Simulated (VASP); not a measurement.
# AlNi3 (Pm-3m) in VASP: further runs, part 2 of 2

VASP 6.6.1. The steps go on from the part before.

## 4. Single point, PBE, collinear spin, ferrimagnetic start

Contents of INCAR:

```
SYSTEM = AlNi3
ALGO     = Normal         ! electronic algorithm
EDIFF    = 1E-7           ! SCF threshold, eV
ENCUT    = 520            ! plane-wave cutoff, eV
GGA      = PE             ! functional
ISIF     = 2              ! what is computed and relaxed
ISMEAR   = -1             ! smearing method
ISPIN    = 2              ! spin polarisation
LASPH    = .True.         ! aspherical terms in the spheres
LCHARG   = .False.        ! write CHGCAR
LMAXMIX  = 4              ! l up to which the mixer works
LORBIT   = 11             ! projections on sites
LREAL    = .False.        ! projectors in reciprocal space
LWAVE    = .False.        ! write WAVECAR
MAGMOM   = 0 0.3 0.3 -0.3 ! initial moments
NBANDS   = 28             ! bands
NELM     = 150            ! most SCF steps
PREC     = Accurate       ! precision mode
SIGMA    = 0.03           ! smearing width, eV
```

Contents of KPOINTS:

```
k-points
0
Gamma
  10 10 10
  0 0 0
```

Contents of POSCAR:

```
AlNi3
1.0
    3.5230547267      0.0000000000      0.0000000000
    0.0000000000      3.5230547267      0.0000000000
    0.0000000000      0.0000000000      3.5230547267
Al Ni
1 3
Direct
    0.0000000000      0.0000000000      0.0000000000
    0.0000000000      0.5000000000      0.5000000000
    0.5000000000      0.0000000000      0.5000000000
    0.5000000000      0.5000000000      0.0000000000
```

Potentials or basis: VASP PAW PBE potentials, release 64 (Al, Ni).

Started as:

```bash
cat potpaw_PBE.64/Al/POTCAR potpaw_PBE.64/Ni/POTCAR > POTCAR
mpirun -np 1 vasp_std > vasp.out
```

OUTCAR:

```text
SYSTEM = AlNi3
   EDIFF = 1E-7
   ENCUT = 520
   GGA = PE
   ISIF = 2
   ISMEAR = -1
   ISPIN = 2
   LASPH = .True.
   LORBIT = 11
   LREAL = .False.
   NELM = 150
   PREC = Accurate

 ion  position               nearest neighbor table
   1  0.000  0.000  0.000-   2 2.49   3 2.49   4 2.49   2 2.49   3 2.49   2 2.49   4 2.49   2 2.49
                             3 2.49   4 2.49   3 2.49   4 2.49
   2  0.000  0.500  0.500-   1 2.49   3 2.49   4 2.49   1 2.49   4 2.49   1 2.49   3 2.49   1 2.49
                             3 2.49   4 2.49   4 2.49   3 2.49
   3  0.500  0.000  0.500-   1 2.49   2 2.49   4 2.49   1 2.49   4 2.49   2 2.49   4 2.49   4 2.49
                             1 2.49   2 2.49   1 2.49   2 2.49
   4  0.500  0.500  0.000-   1 2.49   2 2.49   3 2.49   2 2.49   3 2.49   1 2.49   3 2.49   3 2.49
                             1 2.49   2 2.49   2 2.49   1 2.49

  LATTYP: Found a simple cubic cell.
 ALAT       =     3.5230547267

  Lattice vectors:

 A1 = (   3.5230547267,   0.0000000000,   0.0000000000)
 A2 = (   0.0000000000,   3.5230547267,   0.0000000000)
 A3 = (   0.0000000000,   0.0000000000,   3.5230547267)

Analysis of symmetry for initial positions (statically):
=====================================================================
 Subroutine PRICEL returns:
 Original cell was already a primitive cell.

 Routine SETGRP: Setting up the symmetry group for a
 simple cubic supercell.

 Subroutine GETGRP returns: Found 48 space group operations
 (whereof 48 operations were pure point group operations)
 out of a pool of 48 trial point group operations.

The static configuration has the point symmetry O_h .

Analysis of symmetry for dynamics (positions and initial velocities):
=====================================================================
 Subroutine PRICEL returns:
 Original cell was already a primitive cell.

 Routine SETGRP: Setting up the symmetry group for a
 simple cubic supercell.

 Subroutine GETGRP returns: Found 48 space group operations
 (whereof 48 operations were pure point group operations)
 out of a pool of 48 trial point group operations.

The dynamic configuration has the point symmetry O_h .

Analysis of structural, dynamic, and magnetic symmetry:
=====================================================================
 Subroutine PRICEL returns:
 Original cell was already a primitive cell.

 Routine SETGRP: Setting up the symmetry group for a
 simple cubic supercell.

 Subroutine GETGRP returns: Found 16 space group operations
 (whereof 16 operations were pure point group operations)
 out of a pool of 48 trial point group operations.

The overall configuration has the point symmetry D_4h.

 Subroutine INISYM returns: Found 16 space group operations
 (whereof 16 operations are pure point group operations),
 and found     1 'primitive' translations

----------------------------------------------------------------------------------------

                                     Primitive cell

  volume of cell :      43.7279

  direct lattice vectors                    reciprocal lattice vectors
     3.523054727  0.000000000  0.000000000     0.283844583  0.000000000  0.000000000
     0.000000000  3.523054727  0.000000000     0.000000000  0.283844583  0.000000000
     0.000000000  0.000000000  3.523054727     0.000000000  0.000000000  0.283844583

  length of vectors
[... 88 lines left out ...]
   EDIFFG = 0.1E-05   stopping-criterion for IOM
   NSW    =      0    number of steps for IOM
   IBRION =     -1    ionic relax: 0-MD 1-quasi-New 2-CG
   NFREE  =      0    steps in history (QN), initial steepest desc. (CG)
   ISIF   =      2    stress and relaxation
   ISYM   =      2    0-nonsym 1-usesym 2-fastsym
   POTIM  = 0.5000    time-step for ionic-motion
   TEBEG  =    0.0;   TEEND  =   0.0 temperature during run
   PSTRESS=    0.0 pullay stress
   NELECT =      33.0000    total number of electrons
   NUPDOWN=      -1.0000    fix difference up-down
   EMIN   =  10.00;   EMAX   =-10.00  energy-range for DOS
   EFERMI =   0.00;   METHOD = LEGACY
   ISMEAR =    -1;   SIGMA  =   0.03  broadening in eV -4-tet -1-fermi 0-gaus
   EFERMI_NEDOS =   21; number of points for ismear=-14 and -15
   IALGO  =     38    algorithm
   IMIX   =      4    mixing-type and parameters
     AMIX     =   0.40;   BMIX     =  1.00
     AMIX_MAG =   1.60;   BMIX_MAG =  1.00
  volume/ion in A,a.u.               =      10.93        73.77
  Fermi-wavevector in a.u.,A,eV,Ry     =   1.490482  2.816603 30.225843  2.221537
  Thomas-Fermi vector in A             =   2.603258
   LORBIT       =     11    0 simple, 1 ext, 2 COOP (PROOUT), +10 PAW based schemes
   GGA     = PE    functional components
   LHFCALC =     F    Hartree Fock is set to
   AEXX    =    0.0000 exact exchange contribution
   IVDW    =     0    specifies the selected vdW correction
   LEPSILON=     F    determine dielectric tensor
   LRPA    =     F    only Hartree local field effects (RPA)
 spin polarized calculation
  energy-cutoff  :      520.00
  volume of cell :       43.73
 maximum number of plane-waves:      1208
 NGX is ok and might be reduce to    28
   NGX = 13   NGY = 13   NGZ = 13

 number of electron      32.9999980 magnetization       0.0073314

 number of electron      32.9999980 magnetization      -0.0005356

 Free energy of the ion-electron system (eV)
  ---------------------------------------------------
  ext. energy  EPLUGINS =         0.00000000
  ---------------------------------------------------
  free energy    TOTEN  =       -21.85125180 eV

  energy without entropy =      -21.83493069  energy(sigma->0) =      -21.84309125

 E-fermi :   9.8851     XC(G=0): -12.8539

 val. band max:        9.8787544028   @ k =   0.4000   0.4000   0.4000
 cond. band min:       9.8882710414   @ k =   0.2000   0.1000   0.3000
 fundamental gap:      0.0095166386
 Fermi energy:         9.8851131511

 spin component 1

 k-point     1 :       0.0000    0.0000    0.0000
  band No.  band energies     occupation
      1      -0.2507      1.00000
      2       5.4944      1.00000
      3       6.2214      1.00000
      4       6.2214      1.00000
      5       6.6494      1.00000
      6       6.6494      1.00000
[... 733 lines left out ...]
     27      25.4407      0.00000
     28      26.2405      0.00000

 [... further k-points ...]

 spin component 2

 k-point     1 :       0.0000    0.0000    0.0000
  band No.  band energies     occupation
      1      -0.2507      1.00000
      2       5.4944      1.00000
      3       6.2213      1.00000
      4       6.2213      1.00000
      5       6.6492      1.00000
      6       6.6492      1.00000
[... 733 lines left out ...]
     27      25.4407      0.00000
     28      26.2407      0.00000

 [... further k-points ...]

------------------------ aborting loop because EDIFF is reached ----------------------------------------

  FORCE on cell =-STRESS in cart. coord.  units (eV):
  Direction    XX          YY          ZZ          XY          YZ          ZX
  --------------------------------------------------------------------------------------
  -------------------------------------------------------------------------------------
  Total        1.9048104      1.9048104      1.9046966      0.0000000     -0.0000000     -0.0000000
  in kB       69.7917624     69.7917624     69.7875928      0.0000000     -0.0000000     -0.0000000
  external PRESSURE =      69.7903725 kB  Pullay stress =       0.0000000 kB

 VOLUME and BASIS-vectors are now :
 -----------------------------------------------------------------------------
  energy-cutoff  :      520.00
  volume of cell :       43.73
      direct lattice vectors                 reciprocal lattice vectors
     3.523054727  0.000000000  0.000000000     0.283844583  0.000000000  0.000000000
     0.000000000  3.523054727  0.000000000     0.000000000  0.283844583  0.000000000
     0.000000000  0.000000000  3.523054727     0.000000000  0.000000000  0.283844583

 POSITION                                       TOTAL-FORCE (eV/Angst)
 -----------------------------------------------------------------------------------
      0.00000      0.00000      0.00000         0.000000      0.000000      0.000000
      0.00000      1.76153      1.76153         0.000000      0.000000      0.000000
      1.76153      0.00000      1.76153         0.000000      0.000000      0.000000
      1.76153      1.76153      0.00000         0.000000      0.000000      0.000000
 -----------------------------------------------------------------------------------
    total drift:                                0.000000      0.000000      0.000000

  FREE ENERGIE OF THE ION-ELECTRON SYSTEM (eV)
  ---------------------------------------------------
  free  energy   TOTEN  =       -21.8512518046 eV

  energy  without entropy=      -21.8349306903  energy(sigma->0) =      -21.84309125

 total charge

# of ion       s       p       d       tot
------------------------------------------
    1        0.412   0.405   0.000   0.817
    2        0.507   0.545   8.397   9.449
    3        0.507   0.545   8.397   9.449
    4        0.507   0.545   8.397   9.449
--------------------------------------------------
tot          1.932   2.040  25.192  29.163

 magnetization (x)

# of ion       s       p       d       tot
------------------------------------------
    1       -0.000   0.000   0.000   0.000
    2        0.000   0.000  -0.000  -0.000
    3        0.000   0.000  -0.000  -0.000
    4        0.000   0.000  -0.000  -0.000
--------------------------------------------------
tot          0.000   0.000  -0.001  -0.001
```

Run time: 9.2 min. Hardware: 1 thread of Oxide Virtual Turin-like, shared host; peak memory 0.3 GiB.

Results:

- Free energy: -21.8513 eV
- Pressure: 7.0 GPa
- Net moment: 0.00 μB per cell
- Valence electrons inside the program's atomic spheres: Al 0.82; Ni 9.45

Caveat: the cell stands under pressure.
